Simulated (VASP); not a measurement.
A run of VASP 6.6.1 is set up as follows.

Contents of INCAR:

```
SYSTEM = Ga25N23
PREC = Accurate ; ENCUT = 520
EDIFF = 1E-6 ; ISMEAR = 0
SIGMA = 0.01 ; LREAL = Auto
LASPH = .True. ; NELM = 80
ALGO = Normal ; ISIF = 2
LWAVE = .False. ; LCHARG = .False.
GGA = PE ; NBANDS = 250
```

KPOINTS

```
Automatic mesh
0
Gamma
  2 2 2
  0 0 0
```

POSCAR

```
Ga25N23
1.0
   -3.2183708174      5.5743817732      5.2431684262
   -3.2183708173     -5.5743817732      5.2431684262
    6.4367416346      0.0000000001      5.2431684262
Ga N
25 23
Direct
    0.3131336678      0.6464670011      0.4798003345
    0.6617699460      0.5001167674      0.3310547772
    1.0092716435      0.8339295980      0.6664374025
    0.1667834341      0.4977214439      0.8284366127
    0.5005962647      0.8331040692      0.1759383102
    0.1643881106      0.9951032794      0.3334501007
    0.4997707359      0.3426049769      0.6672629313
    0.8387871674      0.6654797709      0.9999452901
    0.8332786234      0.1721205008      0.4988131042
    0.3321464376      0.1666119568      1.0054538341
    0.6640291733      0.9973625067      0.8306958400
    0.9976929946      0.3310263280      0.1643596613
    0.7019031551      0.8431725910      0.4887113333
    0.9962591173      0.6627719307      0.3240897990
    0.3220446666      1.0352364885      0.6765059243
    0.5098392576      0.6553780000      0.8685698218
    0.8370150239      1.0001685713      0.1608217041
    0.4994577758      0.1655533636      0.3380734362
    0.8322200302      0.5047401028      0.6661244425
    0.1714067695      0.8327911092      0.9988866969
    0.1574231323      0.3295924506      0.4961052640
    0.6668352380      0.3274883708      1.0036816905
    0.9941550374      0.1703483572      0.8335019047
    0.3294385973      0.4907564656      0.1629257840
    0.4544538245      0.7877871579      0.6211204912
    0.7935987222      0.6213911380      0.4536171956
    0.1231782528      0.9644188658      0.7962655586
    0.2880578046      0.6202838622      0.9602653889
    0.6310855325      0.9629322252      0.2898449194
    0.2869505289      0.1269320556      0.4547244713
    0.6295988919      0.4565115861      0.7977521991
    0.9625524620      0.7929015960      0.1206632587
    0.9539965920      0.2958857953      0.6262349294
    0.4595682627      0.2873299254      0.1292191286
    0.7906292794      0.1239626127      0.9572959461
    0.1225832769      0.4559166102      0.2892499435
    0.4558715547      0.6172660927      0.2774103269
    0.7917963089      0.4579319328      0.1248669286
    0.1107436603      0.7892048880      0.4505994260
    0.2839327593      0.4440769936      0.6225382214
    0.6328305733      0.7948894627      0.9727780525
    0.2941433924      0.9571481598      0.1271677841
    0.6238148265      0.2938344507      0.4608100590
    0.9605011174      0.6274767257      0.7904814932
    0.9582002620      0.1251296422      0.2912652662
    0.4615561294      0.1394447191      0.7994972400
    0.8061113858      0.9661639066      0.6282227961
    0.1245985995      0.2915335953      0.9584629756
```

Potentials or basis: VASP PAW PBE potentials, release 64 (Ga_d, N).

The run is started by

```console
$ cat potpaw_PBE.64/Ga_d/POTCAR potpaw_PBE.64/N/POTCAR > POTCAR
$ mpirun -np 1 vasp_std > vasp.out
```

Task: Estimate the largest force.

Result: 0.028 eV/Å.

Task: What does it give for the band gap on the k mesh?

Result: Zero (bands 220 and 221 overlap by 0.11 eV).

Task: Estimate the pressure.

Result: 6.0 GPa.

Stress tensor (GPa, compression positive):
```
5.05 0.00 0.00
0.00 5.05 0.00
0.00 0.00 7.94
```

Caveat: the k points lie up to 0.38 Å⁻¹ apart.
